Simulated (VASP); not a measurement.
A run of VASP 6.6.1:

Contents of INCAR:

```
  PREC = Accurate
  ENCUT = 500
  EDIFF = 1E-6
  ISMEAR = -1
  SIGMA = 0.1
  LREAL = F
  LASPH = T
  NELM = 120
  ALGO = Normal
  ISIF = 2
  LWAVE = F
  LCHARG = F
  GGA = PS
  NBANDS = 16
  GGA_COMPAT = F
```

KPOINTS

```
Automatic mesh
0
Gamma
  14 14 14
```

The input POSCAR:

```
AgBr
1.0
    0.0000000000      2.8376950391      2.8376950391
    2.8376950391      0.0000000000      2.8376950391
    2.8376950391      2.8376950391      0.0000000000
Ag Br
1 1
Direct
    0.0000000000      0.0000000000      0.0000000000
    0.5000000000      0.5000000000      0.5000000000
```

Potentials or basis: VASP PAW PBE potentials, release 64 (Ag, Br).

The run is started by

```console
$ cat potpaw_PBE.64/Ag/POTCAR potpaw_PBE.64/Br/POTCAR > POTCAR
$ mpirun -np 1 vasp_std > vasp.out
```

Hardware: 1 thread of Intel(R) Xeon(R) Platinum 8488C (Sapphire Rapids), on a shared host.

Q: How long does it take, and how much memory?

A: Run time: 63 s on 1 thread of Intel(R) Xeon(R) Platinum 8488C (Sapphire Rapids), on a shared host, peak memory 0.22 GiB. Counts: scf iterations 12, k points 104.
